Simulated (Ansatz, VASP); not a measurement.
# AlNi3: VASP beside Ansatz

File INCAR:

```
SYSTEM = AlNi3
  ALGO = Normal
  EDIFF = 1E-6
  ENCUT = 590
  GGA = PE
  GGA_COMPAT = .FALSE.
  ISIF = 2
  ISMEAR = 0
  LASPH = .TRUE.
  LCHARG = .FALSE.
  LDAU = .TRUE.
  LDAUJ = 0 0
  LDAUL = -1 2
  LDAUPRINT = 1
  LDAUTYPE = 2
  LDAUU = 0 4.7
  LMAXMIX = 4
  LREAL = .FALSE.
  LWAVE = .FALSE.
  NBANDS = 36
  NELM = 200
  PREC = Accurate
  SIGMA = 0.1
```

The input KPOINTS:

```
k-points
0
G
  2 2 2
  0 0 0
```

File POSCAR:

```
AlNi3
1.0
    3.5230547267      0.0000000000      0.0000000000
    0.0000000000      3.5230547267      0.0000000000
    0.0000000000      0.0000000000      3.5230547267
Al Ni
1 3
Direct
    0.0000000000      0.0000000000      0.0000000000
    0.0000000000      0.5000000000      0.5000000000
    0.5000000000      0.0000000000      0.5000000000
    0.5000000000      0.5000000000      0.0000000000
```

Input for Ansatz:

```yaml
crystal:
  lattice:
    - [3.5230547267, 0.0, 0.0]
    - [0.0, 3.5230547267, 0.0]
    - [0.0, 0.0, 3.5230547267]
  atoms:
    - { symbol: Al, position: [0.0, 0.0, 0.0] }
    - { symbol: Ni, position: [0.0, 0.5, 0.5] }
    - { symbol: Ni, position: [0.5, 0.0, 0.5] }
    - { symbol: Ni, position: [0.5, 0.5, 0.0] }
basis:
  ecutwfc: 420
kpoints:
  mp_grid: { grid: [2, 2, 2] }
hamiltonian:
  xc: pbe
  hubbard: { sites: [{ species: Ni, l: d, u_eff: 4.7 }] }
scf:
  occupations: { method: gaussian, width: 0.1 }
output:
  forces: true
  stress: true
  eigenvalues: true
```

Alike in both runs: task single point; functional PBE; k mesh 2 × 2 × 2; occupations gaussian, width 0.1 eV; no spin polarisation; Hubbard terms Ni d U = 4.7 eV.

```csv
,VASP,Ansatz
version,VASP 6.6.1,Ansatz 0.2.0
potentials or method,"VASP PAW PBE potentials, release 64 (Al, Ni_sv_GW), cutoff 590 eV","scalar-relativistic, plane waves, PAW"
valence electrons in the cell,57,57
```

VASP gave:

* gap on the k mesh at the Fermi level (eV): none
* pressure (GPa): 1.2

**Question.** Which values does Ansatz return?

**Answer.** gap on the k mesh at the Fermi level (eV): none; pressure (GPa): 6.8.

The programs project onto different local orbitals, so the same U acts differently, and such runs can settle in different states. A gap of «none» marks a metal or a gap that the smearing closes. Ansatz's warnings: filled band counts differ across k points.

The k mesh is coarse, so the values compare programs but aren't converged.
